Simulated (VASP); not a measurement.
A run of VASP 6.6.1:

INCAR

```
PREC = Accurate
ENCUT = 520
EDIFF = 1E-7
ISMEAR = 0
SIGMA = 0.1
LREAL = False
LASPH = True
NELM = 60
ALGO = Normal
ISIF = 2
LWAVE = False
LCHARG = False
GGA = PE
NBANDS = 26
```

KPOINTS

```
regular mesh
0
Gamma
  12 12 12
```

The input POSCAR:

```
Hf3S
1.0
    4.2789553317      0.0000000000      0.0000000000
    0.0000000000      4.2789553317      0.0000000000
    0.0000000000      0.0000000000      4.2789553317
Hf S
3 1
Direct
    0.0000000000      0.5000000000      0.5000000000
    0.5000000000      0.0000000000      0.5000000000
    0.5000000000      0.5000000000      0.0000000000
    0.0000000000      0.0000000000      0.0000000000
```

Potentials or basis: VASP PAW PBE potentials, release 64 (Hf_pv, S).

Command:

```console
$ cat potpaw_PBE.64/Hf_pv/POTCAR potpaw_PBE.64/S/POTCAR > POTCAR
$ mpirun -np 1 vasp_std > vasp.out
```

Hardware: 1 thread of AMD EPYC 7R13, on a shared host.

Problem. How long does it take, and how much memory?

Solution. Run time: 2.9 min on 1 thread of AMD EPYC 7R13 (shared host), peak memory 0.25 GiB. Counts: scf iterations 14, k points 84.
